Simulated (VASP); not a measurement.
Input of a VASP 6.6.1 run:

File INCAR:

```
SYSTEM = Ti4H
  ALGO = Normal
  DIPOL = 0.5 0.5 0.356
  EDIFF = 1E-6
  ENCUT = 520
  GGA = PE
  IDIPOL = 3
  ISIF = 2
  ISMEAR = 0
  LASPH = .True.
  LCHARG = .False.
  LDIPOL = .True.
  LREAL = .False.
  LWAVE = .False.
  NBANDS = 32
  NELM = 80
  PREC = Accurate
  SIGMA = 0.1
```

File KPOINTS:

```
k-points
0
Gamma
  8 8 1
  0 0 0
```

File POSCAR:

```
Ti4H
1.0
    3.2553359259      0.0000000000      0.0000000000
    0.0000000000      3.2553359259      0.0000000000
    0.0000000000      0.0000000000     20.1793674375
Ti H
4 1
Direct
    0.5000000000      0.5000000000      0.1982222690
    0.0000000000      0.0000000000      0.2788822782
    0.5000000000      0.5000000000      0.3551865247
    0.0000000000      0.0000000000      0.4301109767
    0.0000000000      0.0000000000      0.5160594791
```

Potentials or basis: VASP PAW PBE potentials, release 64 (Ti_sv, H).

Run with:

```sh
$ cat potpaw_PBE.64/Ti_sv/POTCAR potpaw_PBE.64/H/POTCAR > POTCAR
$ mpirun -np 1 vasp_std > vasp.out
```

Task: Estimate the largest force.

Result: 0.864 eV/Å.

Forces on the atoms (eV/Å):
```
Ti   0.000  0.000  0.707
Ti   0.000  0.000 -0.556
Ti   0.000  0.000 -0.864
Ti   0.000  0.000  0.689
H    0.000  0.000  0.024
```
